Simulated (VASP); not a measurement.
# Mg (I4/mmm) in VASP: a series of runs

Mg is run at these levels: PBE; tasks: electric field gradients.

Everything below comes from runs of VASP 6.6.1. Logs are shortened: lines on timing, memory, paths and dates and some standing lists are left out, and cuts for length are marked.

### Step 1. The cell of the first run

Symmetry: I4/mmm, No. 139, tetragonal system. The conventional cell has a = 3.042 Å, b = 3.042 Å, c = 2.953 Å, α = 90.00°, β = 90.00°, γ = 90.00°. Within 3.4 Å of Mg (site symmetry 4/mmm) lie 14 Mg at 2.61 to 3.04 Å.

### Step 2. Electric field gradients, PBE (equal xx and yy strain of +3 %)

The input, INCAR:

```
SYSTEM = Mg
ALGO     = Normal         ! electronic algorithm
EDIFF    = 1E-8           ! SCF threshold, eV
ENCUT    = 520            ! plane-wave cutoff, eV
GGA      = PE             ! functional
ISIF     = 2              ! what is computed and relaxed
ISMEAR   = -1             ! smearing method
LASPH    = .TRUE.         ! aspherical terms in the spheres
LCHARG   = .FALSE.        ! write CHGCAR
LEFG     = .TRUE.       
LREAL    = .FALSE.        ! projectors in reciprocal space
LWAVE    = .FALSE.        ! write WAVECAR
NBANDS   = 7              ! bands
NELM     = 60             ! most SCF steps
PREC     = Accurate       ! precision mode
SIGMA    = 0.05           ! smearing width, eV
```

The input, KPOINTS:

```
k-points
0
G
  16 16 16
  0 0 0
```

The input, POSCAR:

```
Mg
1.0
   -1.5207950000      1.5207950000      1.4765000000
    1.5207950000     -1.5207950000      1.4765000000
    1.5207950000      1.5207950000     -1.4765000000
Mg
1
Direct
    0.0000000000      0.0000000000      0.0000000000
```

Potentials or basis: VASP PAW PBE potentials, release 64 (Mg).

Command:

```console
$ cat potpaw_PBE.64/Mg/POTCAR > POTCAR
$ mpirun -np 1 vasp_std > vasp.out
```

OUTCAR:

```text
SYSTEM = Mg
   EDIFF = 1E-8
   ENCUT = 520
   GGA = PE
   ISIF = 2
   ISMEAR = -1
   LASPH = .TRUE.
   LREAL = .FALSE.
   NELM = 60
   PREC = Accurate

 ion  position               nearest neighbor table
   1  0.000  0.000  0.000-

  LATTYP: Found a body centered tetragonal cell.
 ALAT       =     3.0415900000
 C/A-ratio  =     0.9708737864

  Lattice vectors:

 A1 = (  -1.5207950000,   1.5207950000,   1.4765000000)
 A2 = (   1.5207950000,  -1.5207950000,   1.4765000000)
 A3 = (   1.5207950000,   1.5207950000,  -1.4765000000)

Analysis of symmetry for initial positions (statically):
=====================================================================
 Subroutine PRICEL returns:
 Original cell was already a primitive cell.

 Routine SETGRP: Setting up the symmetry group for a
 body centered tetragonal supercell.

 Subroutine GETGRP returns: Found 16 space group operations
 (whereof 16 operations were pure point group operations)
 out of a pool of 16 trial point group operations.

The static configuration has the point symmetry D_4h.

Analysis of symmetry for dynamics (positions and initial velocities):
=====================================================================
 Subroutine PRICEL returns:
 Original cell was already a primitive cell.

 Routine SETGRP: Setting up the symmetry group for a
 body centered tetragonal supercell.

 Subroutine GETGRP returns: Found 16 space group operations
 (whereof 16 operations were pure point group operations)
 out of a pool of 16 trial point group operations.

The dynamic configuration has the point symmetry D_4h.

 Subroutine INISYM returns: Found 16 space group operations
 (whereof 16 operations are pure point group operations),
 and found     1 'primitive' translations

----------------------------------------------------------------------------------------

                                     Primitive cell

  volume of cell :      13.6595

  direct lattice vectors                    reciprocal lattice vectors
    -1.520795000  1.520795000  1.476500000     0.000000000  0.328775410  0.338638673
     1.520795000 -1.520795000  1.476500000     0.328775410  0.000000000  0.338638673
     1.520795000  1.520795000 -1.476500000     0.328775410  0.328775410  0.000000000

  length of vectors
     2.608771189  2.608771189  2.608771189     0.471984556  0.471984556  0.464958644

  position of ions in fractional coordinates (direct lattice)
     0.000000000  0.000000000  0.000000000

  ion indices of the primitive-cell ions
   primitive index   ion index
                 1           1

----------------------------------------------------------------------------------------

 KPOINTS: k-points

Automatic generation of k-mesh.
 Grid dimensions read from file:
 generate k-points for:   16   16   16

 Generating k-lattice:

  Cartesian coordinates                     Fractional coordinates (reciprocal lattice)
     0.000000000  0.020548463  0.021164917     0.062500000  0.000000000  0.000000000
     0.020548463  0.000000000  0.021164917     0.000000000  0.062500000  0.000000000
     0.020548463  0.020548463  0.000000000     0.000000000  0.000000000  0.062500000

  Length of vectors
     0.029499035  0.029499035  0.029059915

  Shift w.r.t. Gamma in fractional coordinates (k-lattice)
     0.000000000  0.000000000  0.000000000

 Subroutine IBZKPT returns following result:
 ===========================================

 Found    349 irreducible k-points:

 Following reciprocal coordinates:
            Coordinates               Weight
  0.000000  0.000000  0.000000      1.000000
  0.062500 -0.000000  0.000000      8.000000
  0.125000 -0.000000  0.000000      8.000000
  0.187500 -0.000000  0.000000      8.000000
  0.250000 -0.000000  0.000000      8.000000
  0.312500 -0.000000  0.000000      8.000000
[... 16 lines left out ...]
 -0.125000  0.062500 -0.000000     16.000000
 -0.062500  0.062500  0.000000      4.000000
 [... further k-points ...]
   k-points           NKPTS =    349   k-points in BZ     NKDIM =    349   number of bands    NBANDS=      7
   number of dos      NEDOS =    301   number of ions     NIONS =      1
   total plane-waves  NPLWV =   8000
   dimension x,y,z NGX =    20 NGY =   20 NGZ =   20
   dimension x,y,z NGXF=    40 NGYF=   40 NGZF=   40
   ions per type =               1
   NGX,Y,Z   is equivalent  to a cutoff of  12.75, 12.75, 12.75 a.u.
   NGXF,Y,Z  is equivalent  to a cutoff of  25.49, 25.49, 25.49 a.u.
 SYSTEM =  Mg
   PREC   = accura    normal or accurate (medium, high low for compatibility)
   ISTART =      0    job   : 0-new  1-cont  2-samecut
   ICHARG =      2    charge: 1-file 2-atom 10-const
   ISPIN  =      1    spin polarized calculation?
   LNONCOLLINEAR =      F non collinear calculations
   LSORBIT =      F    spin-orbit coupling
   LASPH  =      T    aspherical Exc in radial PAW
   ENCUT  =  520.0 eV  38.22 Ry    6.18 a.u.   4.85  4.85  4.85*2*pi/ulx,y,z
   NELM   =     60;   NELMIN=  2; NELMDL= -5     # of ELM steps
   EDIFF  = 0.1E-07   stopping-criterion for ELM
   LREAL  =      F    real-space projection
   EDIFFG = 0.1E-06   stopping-criterion for IOM
   NSW    =      0    number of steps for IOM
   IBRION =     -1    ionic relax: 0-MD 1-quasi-New 2-CG
   NFREE  =      0    steps in history (QN), initial steepest desc. (CG)
   ISIF   =      2    stress and relaxation
   ISYM   =      2    0-nonsym 1-usesym 2-fastsym
   POTIM  = 0.5000    time-step for ionic-motion
   TEBEG  =    0.0;   TEEND  =   0.0 temperature during run
   PSTRESS=    0.0 pullay stress
   NELECT =       2.0000    total number of electrons
   NUPDOWN=      -1.0000    fix difference up-down
   EMIN   =  10.00;   EMAX   =-10.00  energy-range for DOS
   EFERMI =   0.00;   METHOD = LEGACY
   ISMEAR =    -1;   SIGMA  =   0.05  broadening in eV -4-tet -1-fermi 0-gaus
   EFERMI_NEDOS =   21; number of points for ismear=-14 and -15
   IALGO  =     38    algorithm
   IMIX   =      4    mixing-type and parameters
     AMIX     =   0.40;   BMIX     =  1.00
     AMIX_MAG =   1.60;   BMIX_MAG =  1.00
  volume/ion in A,a.u.               =      13.66        92.18
  Fermi-wavevector in a.u.,A,eV,Ry     =   0.862859  1.630567 10.129890  0.744526
  Thomas-Fermi vector in A             =   1.980723
   LORBIT       =      0    0 simple, 1 ext, 2 COOP (PROOUT), +10 PAW based schemes
   GGA     = PE    functional components
   LHFCALC =     F    Hartree Fock is set to
   AEXX    =    0.0000 exact exchange contribution
   IVDW    =     0    specifies the selected vdW correction
   LEPSILON=     F    determine dielectric tensor
   LRPA    =     F    only Hartree local field effects (RPA)
 non-spin polarized calculation
  energy-cutoff  :      520.00
  volume of cell :       13.66
 maximum number of plane-waves:       378
   NGX =  9   NGY =  9   NGZ =  9

 number of electron       2.0000000 magnetization

 Free energy of the ion-electron system (eV)
  ---------------------------------------------------
  ext. energy  EPLUGINS =         0.00000000
  ---------------------------------------------------
  free energy    TOTEN  =        -0.52798649 eV

  energy without entropy =       -0.52576017  energy(sigma->0) =       -0.52687333

 E-fermi :   6.0727     XC(G=0): -10.2687

 val. band max:        6.0695638958   @ k =   0.3750   0.1250   0.1250
 cond. band min:       6.1366376295   @ k =  -0.1250   0.5000   0.0625
 fundamental gap:      0.0670737336
 Fermi energy:         6.0726613463

 k-point     1 :       0.0000    0.0000    0.0000
  band No.  band energies     occupation
      1      -3.4371      2.00000
      2      22.4833      0.00000
      3      23.3283      0.00000
      4      23.3283      0.00000
      5      25.2181      0.00000
      6      26.1507      0.00000
      7      27.0988      0.00000

 k-point     2 :       0.0625   -0.0000    0.0000
  band No.  band energies     occupation
      1      -3.3050      2.00000
      2      21.9773      0.00000
      3      22.0270      0.00000
      4      22.9121      0.00000
      5      24.4349      0.00000
      6      25.0919      0.00000
      7      28.0595      0.00000
[... 201 lines left out ...]
 k-point    23 :      -0.1250    0.0625   -0.0000
  band No.  band energies     occupation
      1      -3.0494      2.00000
      2      19.9371      0.00000
      3      20.8973      0.00000
      4      22.7279      0.00000
      5      23.7187      0.00000
      6      25.3815      0.00000
      7      28.2898      0.00000

 k-point    24 :      -0.0625    0.0625    0.0000
  band No.  band energies     occupation
      1      -3.3089      2.00000
      2      21.2932      0.00000
      3      22.6637      0.00000
      4      23.1700      0.00000
      5      24.2464      0.00000
      6      25.2162      0.00000
      7      27.8902      0.00000

 [... further k-points ...]

------------------------ aborting loop because EDIFF is reached ----------------------------------------

  FORCE on cell =-STRESS in cart. coord.  units (eV):
  Direction    XX          YY          ZZ          XY          YZ          ZX
  --------------------------------------------------------------------------------------
  -------------------------------------------------------------------------------------
  Total        4.2686314      4.2686314      4.4414491      0.0000000     -0.0000000      0.0000000
  in kB      500.6848358    500.6848358    520.9553231      0.0000000     -0.0000000      0.0000000
  external PRESSURE =     507.4416649 kB  Pullay stress =       0.0000000 kB

 VOLUME and BASIS-vectors are now :
 -----------------------------------------------------------------------------
  energy-cutoff  :      520.00
  volume of cell :       13.66
      direct lattice vectors                 reciprocal lattice vectors
    -1.520795000  1.520795000  1.476500000     0.000000000  0.328775410  0.338638673
     1.520795000 -1.520795000  1.476500000     0.328775410  0.000000000  0.338638673
     1.520795000  1.520795000 -1.476500000     0.328775410  0.328775410  0.000000000

 POSITION                                       TOTAL-FORCE (eV/Angst)
 -----------------------------------------------------------------------------------
      0.00000      0.00000      0.00000         0.000000     -0.000000      0.000000
 -----------------------------------------------------------------------------------
    total drift:                                0.000000      0.000000      0.000000

  FREE ENERGIE OF THE ION-ELECTRON SYSTEM (eV)
  ---------------------------------------------------
  free  energy   TOTEN  =        -0.5279864882 eV

  energy  without entropy=       -0.5257601663  energy(sigma->0) =       -0.52687333

 Electric field gradients (V/A^2)
---------------------------------------------------------------------
 ion       V_xx      V_yy      V_zz      V_xy      V_xz      V_yz
---------------------------------------------------------------------
   1       0.863     0.863    -1.726    -0.000    -0.000    -0.000
---------------------------------------------------------------------

 Electric field gradients after diagonalization (V/A^2)
 (convention: |V_zz| > |V_xx| > |V_yy|)
----------------------------------------------------------------------
 ion       V_xx      V_yy      V_zz     asymmetry (V_yy - V_xx)/ V_zz
----------------------------------------------------------------------
   1       0.863     0.863    -1.726       0.000
----------------------------------------------------------------------

           NMR quadrupolar parameters

 Cq : quadrupolar parameter    Cq=e*Q*V_zz/h
 eta: asymmetry parameters     (V_yy - V_xx)/ V_zz
 Q  : nuclear electric quadrupole moment in mb (millibarn)
----------------------------------------------------------------------
 ion       Cq(MHz)       eta       Q (mb)
----------------------------------------------------------------------
   1      -0.004       0.000       1.000
----------------------------------------------------------------------
```

Wall time 44 s (1 thread of Intel Xeon 8259CL, shared host); peak memory 0.15 GiB.

Results:

- Free energy: -0.5280 eV
- Pressure: 50.7 GPa
- Band gap on the k mesh: zero (bands 1 and 2 overlap by 4.79 eV)
- Largest electric field gradient by atom: Mg -1.7 V/Å²

Electric field gradients, principal values (V/Å²):
```tsv
atom	least	middle	greatest (by size)
1 Mg	0.863	0.863	-1.726
```

Caveat: the cell differs from its parent crystal (equal xx and yy strain of +3 %); the cell stands under pressure; without QUAD_EFG the Cq values of the log hold for a quadrupole moment of 1 mb, not for the nuclei.

[end of part 1 of 2]

The gap in the log of VASP goes by the Fermi energy; the results here count the filled bands.